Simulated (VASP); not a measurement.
A run of VASP 6.6.1 is set up as follows.

INCAR

```
SYSTEM = Mo
ALGO = Fast
EDIFF = 1E-6
ENCUT = 520
GGA = PS
ISIF = 2
ISMEAR = 0
LASPH = .TRUE.
LCHARG = .FALSE.
LREAL = .FALSE.
LWAVE = .FALSE.
NBANDS = 21
NELM = 60
PREC = Accurate
SIGMA = 0.15
```

KPOINTS

```
k-points
0
G
  24 24 14
  0 0 0
```

POSCAR

```
Mo
1.0
   -1.5646534271      1.5646534271      1.5646534271
    1.5646534271     -1.5646534271      1.5646534271
    3.1293068543      3.1293068543      0.0000000000
Mo
2
Direct
    0.0838843911      0.0838843911      0.0000000000
    0.4161156089      0.4161156089      0.5000000000
```

Potentials or basis: VASP PAW PBE potentials, release 64 (Mo_sv).

Launch:

```sh
$ cat potpaw_PBE.64/Mo_sv/POTCAR > POTCAR
$ mpirun -np 1 vasp_std > vasp.out
```

Task: Estimate the largest force.

Result: 2.395 eV/Å.

Task: Estimate the band gap on the k mesh.

Result: Zero (bands 14 and 15 overlap by 2.70 eV).

Task: Estimate the pressure.

Result: 10.1 GPa.

Forces on the atoms (eV/Å):
```
Mo   0.000  0.000 -2.395
Mo   0.000  0.000  2.395
```

Caveat: the cell differs from its parent crystal (atoms displaced along a vibrational mode); the stress differs along the axes, from 6 to 12 GPa; the PAW data sets were made with another functional, which shifts forces and pressure a little.
